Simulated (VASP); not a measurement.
Crystal: GaN.

```
Ga N
1.0
     3.21154    0.00000    0.00000
    -1.60577    2.78127    0.00000
     0.00000    0.00000   10.35684
Ga N
4 4
Direct
  0.00000 0.00000 0.78587
  0.66667 0.33333 0.03735
  0.33333 0.66667 0.53735
  0.00000 0.00000 0.28587
  0.00000 0.00000 0.09304
  0.66667 0.33333 0.34375
  0.00000 0.00000 0.59304
  0.33333 0.66667 0.84374
```

Base run:

| Property | Result |
| --- | --- |
| Program | VASP 6.6.1 |
| Functional | r2SCAN |
| Potentials or basis | VASP PAW PBE potentials, release 64 (Ga_d, N) |
| Cutoff | 520 eV |
| k mesh | 12 × 12 × 4 |
| Occupations | gaussian, width 0.01 eV |
| Spin | no spin polarisation |

Its results: band gap on the k mesh 1.21 eV, direct; pressure -5.4 GPa; largest force 0.265 eV/Å.

Task: The run is repeated on the same cell with these changes: functional from r2SCAN to LDA; potentials or basis from VASP PAW PBE potentials, release 64 (Ga_d, N) to VASP PAW LDA potentials, release 64 (Ga_d, N). What comes out?

Result: Band gap on the k mesh 0.84 eV, direct; pressure -10.3 GPa; largest force 0.211 eV/Å.

Caveats: the PAW data sets were made with another functional, which shifts forces and pressure a little (some runs).

